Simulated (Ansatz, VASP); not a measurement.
## BaP: VASP beside Ansatz

```
Ba P
1.0
     5.57752    0.00000    0.00000
    -2.78876    4.83027    0.00000
     0.00000    0.00000    6.16268
Ba P
2 2
Direct
  0.33333 0.66667 0.00000
  0.66667 0.33333 0.00000
  0.33333 0.66667 0.50000
  0.66667 0.33333 0.50000
```

Alike in both runs: functional PBE; k mesh 12 × 12 × 8; occupations gaussian, width 0.1 eV; no spin polarisation.

Ansatz relaxed the structure, and its values are those at the end. VASP's run is a single point on that final structure, the one shown.

|  | VASP | Ansatz |
| --- | --- | --- |
| version | VASP 6.6.1 | Ansatz 0.2.0 |
| potentials or method | VASP PAW PBE potentials, release 64 (Ba_sv, P), cutoff 520 eV | scalar-relativistic, plane waves, PAW |
| valence electrons in the cell | 30 | 30 |

```tsv
	VASP	Ansatz	Ansatz less VASP
gap on the k mesh at the Fermi level (eV)	none	none	-
pressure (GPa)	0.6	0.0	-0.56
```

A gap of «none» marks a metal or a gap that the smearing closes.

Spin-orbit coupling is off throughout.
